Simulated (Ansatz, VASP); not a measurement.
# ZrZn4N in VASP and in Ansatz

```
Zr Zn N
1.0
     0.00000    3.94397    3.94397
     3.94397    0.00000    3.94397
     3.94397    3.94397    0.00000
Zr Zn N
1 4 1
Cartesian
  3.9440 3.9440 3.9440
  5.0399 6.7920 5.0399
  6.7920 6.7920 6.7920
  6.7920 5.0399 5.0399
  5.0399 5.0399 6.7920
  0.0000 0.0000 0.0000
```

Alike in both runs: task single point; functional PBE; k mesh 4 × 4 × 4; occupations gaussian, width 0.1 eV; collinear spin.

|  | VASP | Ansatz |
| --- | --- | --- |
| version | VASP 6.6.1 | Ansatz 0.2.0 |
| potentials or method | VASP PAW PBE potentials, release 64 (Zr_sv, Zn, N), cutoff 520 eV | scalar-relativistic, plane waves, PAW |
| valence electrons in the cell | 65 | 65 |

VASP gave:

| Property | Result |
| --- | --- |
| gap on the k mesh at the Fermi level (eV) | none |
| pressure (GPa) | 0.6 |
| rms of the force components (eV/Å) | 0.022 |
| net moment per atom (μB) | 0.18 |
| size of the moment on the site where the two differ most (μB) | 0.56 |

Task: What did Ansatz give for the same quantities?

Result: gap on the k mesh at the Fermi level (eV): none; pressure (GPa): 0.2; rms of the force components (eV/Å): 0.003; net moment per atom (μB): 0.18; size of the moment on the site where the two differ most (μB): 0.61.

Site moments also hang on the region over which each program counts them. Atom by atom the forces differ by 0.020 eV/Å (rms over components). A gap of «none» marks a metal or a gap that the smearing closes.
